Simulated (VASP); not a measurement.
Crystal: Al2P.

```
CELL_PARAMETERS angstrom
2.62228 0.00000 0.00000
0.00000 3.88189 0.00000
0.00000 0.00000 6.04772
ATOMIC_POSITIONS crystal
Al 0.50000 0.00000 0.23032
Al 0.50000 0.00000 0.76968
P 0.50000 0.50000 0.50000
```

The cell was built from a structure type or drawn by symmetry, and may not be a known phase.

| Item | Value |
| --- | --- |
| Program | VASP 6.6.1 |
| Task | relaxation of cell and atoms |
| Functional | PBE |
| Potentials or basis | VASP PAW PBE potentials, release 64 (Al, P) |
| Cutoff | 600 eV |
| k mesh | 18 × 12 × 8 |
| Occupations | gaussian, width 0.1 eV |
| Spin | no spin polarisation |

At the start: pressure 0.2 GPa; volume 20.52 Å³/atom.

Q: How do energy, volume and symmetry change on relaxing?

A: Over 13 steps the energy falls by 29.8 meV/atom and the volume is 20.19 Å³/atom (-1.6 %); space group Pmmm (No. 47, to 0.1 Å) before and after.

The path:
| step | energy change (eV) | largest force (eV/Å) | pressure (GPa) | volume (Å³) |
| --- | --- | --- | --- | --- |
| 1 | 0.0000 | 0.1325 | 0.17 | 61.56 |
| 2 | -0.0596 | 0.1407 | -0.09 | 61.71 |
| 3 | -0.0661 | 0.3275 | -0.01 | 61.75 |
| 4 | -0.0665 | 0.2797 | -0.04 | 61.75 |
| 5 | -0.0748 | 0.1993 | -0.27 | 61.71 |
| 6 | -0.0840 | 0.0407 | -0.65 | 61.63 |
| 7 | -0.0671 | 0.4346 | -1.27 | 61.44 |
| 8 | -0.0852 | 0.0193 | -0.76 | 61.60 |
| 9 | -0.0882 | 0.0027 | 0.49 | 60.15 |
| 10 | -0.0887 | 0.0055 | 0.15 | 60.53 |
| 11 | -0.0895 | 0.0224 | 0.03 | 60.53 |
| 12 | -0.0895 | 0.0237 | 0.02 | 60.53 |
| 13 | -0.0895 | 0.0052 | 0.02 | 60.56 |

Final structure:
```
Al P
1.0
     2.75716    0.00000    0.00000
     0.00000    3.63792    0.00000
     0.00000    0.00000    6.03737
Al P
2 1
Direct
  0.50000 0.00000 0.22229
  0.50000 0.00000 0.77771
  0.50000 0.50000 0.50000
```
